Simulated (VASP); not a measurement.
A run of VASP 6.6.1:

INCAR

```
SYSTEM = ZnS
  PREC = Accurate
  ENCUT = 520
  EDIFF = 1E-8
  ISMEAR = 0
  SIGMA = 0.01
  LREAL = .FALSE.
  LASPH = .TRUE.
  NELM = 80
  ALGO = Normal
  ISIF = 2
  LWAVE = .FALSE.
  LCHARG = .FALSE.
  GGA = PE
  LEPSILON = .TRUE.
```

KPOINTS

```
Automatic mesh
0
G
  8 8 3
  0 0 0
```

POSCAR

```
ZnS
1.0
    3.8089500615      0.0000000000      0.0000000000
   -1.9044750307      3.2986475150      0.0000000000
    0.0000000000      0.0000000000     12.4525986900
Zn S
4 4
Direct
    0.6666666667      0.3333333333      0.7499255000
    0.3333333333      0.6666666667      0.2499255000
    0.0000000000      0.0000000000      0.5000013000
    0.0000000000      0.0000000000      0.0000013000
    0.6666666667      0.3333333333      0.9377315200
    0.3333333333      0.6666666667      0.4377315200
    0.0000000000      0.0000000000      0.6873406800
    0.0000000000      0.0000000000      0.1873406800
```

Potentials or basis: VASP PAW PBE potentials, release 64 (Zn, S).

Run with:

```console
$ cat potpaw_PBE.64/Zn/POTCAR potpaw_PBE.64/S/POTCAR > POTCAR
$ mpirun -np 1 vasp_std > vasp.out
```

Hardware: 1 thread of Intel(R) Xeon(R) 6975P-C (Granite Rapids), on a shared host.

Problem. Estimate the wall time of this run.

Solution. Wall time 25 min on 1 thread of Intel(R) Xeon(R) 6975P-C (Granite Rapids) (shared host), peak memory 0.88 GiB. Counts: scf iterations 151, k points 20.
